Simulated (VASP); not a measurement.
Wanted: the native input for a VASP 6.6.1 run.

```
Task                   : single point
Functional             : PBE
Potentials or basis    : VASP PAW PBE potentials, release 64 (In_d, O)
Cutoff                 : 520 eV
k mesh                 : 10 × 10 × 10
Occupations            : fermi-dirac, width 0.0612256 eV
Spin                   : no spin polarisation
Dipole correction      : no
Further INCAR settings : ALGO = Normal; EDIFF = 1e-06; NBANDS = 23
```

The structure of In2O (antifluorite type) lies in POSCAR:

```
In2O
1.0
    0.0000000000      3.2270960057      3.2270960057
    3.2270960057      0.0000000000      3.2270960057
    3.2270960057      3.2270960057      0.0000000000
In O
2 1
Direct
    0.2500000000      0.2500000000      0.2500000000
    0.7500000000      0.7500000000      0.7500000000
    0.0000000000      0.0000000000      0.0000000000
```

The input as run:

INCAR

```
SYSTEM = In2O
PREC = Accurate ; ENCUT = 520
EDIFF = 1E-6 ; ISMEAR = -1
SIGMA = 0.06122561905347299 ; LREAL = .FALSE.
LASPH = .TRUE. ; NELM = 100
ALGO = Normal ; ISIF = 2
LWAVE = .FALSE. ; LCHARG = .FALSE.
GGA = PE ; NBANDS = 23
```

KPOINTS

```
regular mesh
0
G
  10 10 10
  0 0 0
```

Potentials or basis: VASP PAW PBE potentials, release 64 (In_d, O).

The run is started by

```sh
$ cat potpaw_PBE.64/In_d/POTCAR potpaw_PBE.64/O/POTCAR > POTCAR
$ mpirun -np 1 vasp_std > vasp.out
```

It gave:

* Pressure: -0.9 GPa
* Band gap on the k mesh: zero (bands 16 and 17 overlap by 1.64 eV)

Caveat: spin-orbit coupling is left out, which moves the levels of the heavy elements.

Run time: 2.2 min on 1 thread of Intel Xeon 8259CL, on a shared host, peak memory 0.23 GiB.
